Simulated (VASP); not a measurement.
Runs of VASP 6.6.1 on MnO2. The structure is cubic, space group Fd-3m (No. 227). Conventional cell: a = 8.040 Å, b = 8.040 Å, c = 8.040 Å, α = 90.00°, β = 90.00°, γ = 90.00°. Mn (site symmetry -3m) has 6 O at 1.90 Å within 2.5 Å. Within 2.6 Å of O (site symmetry 3m) lie 3 Mn at 1.90 Å and 3 O at 2.52 Å. 

```tsv
spin	fixed moment (μB)	k mesh	pressure (GPa)	moment (μB)	largest force (eV/Å)
collinear, ferromagnetic start	12.0	5 × 5 × 5	-1.2	12.00	0.07
collinear, ferromagnetic start	4.0	5 × 5 × 5	-9.1	4.00	0.74
collinear, ferromagnetic start	16.0	5 × 5 × 5	13.6	16.00	0.49
collinear, ferromagnetic start	-	6 × 6 × 6	-1.2	12.00	0.07
collinear, zero start	0.0	5 × 5 × 5	-11.3	0.00	0.80
collinear, ferromagnetic start	8.0	5 × 5 × 5	(a)	8.00	0.30
```

Alike in all rows: task single point; level PBEsol; potentials or basis VASP PAW PBE potentials, release 64 (Mn_pv, O); cell as given; cutoff (eV) 520; smearing fermi-dirac 0.05 eV.

Question: Estimate the missing entries.

Answer: (a) -7.2.

Caveats: the PAW data sets were made with another functional, which shifts forces and pressure a little; the run started ferromagnetic, and an antiferromagnetic order may lie lower in energy (at least some runs); the total moment is fixed, so each spin has its own Fermi level and the state may be an excited one (at least some runs); the cell stands under tension (at least some runs); the cell stands under pressure (at least some runs); the total moment is fixed, so each spin has its own Fermi level (at least some runs).
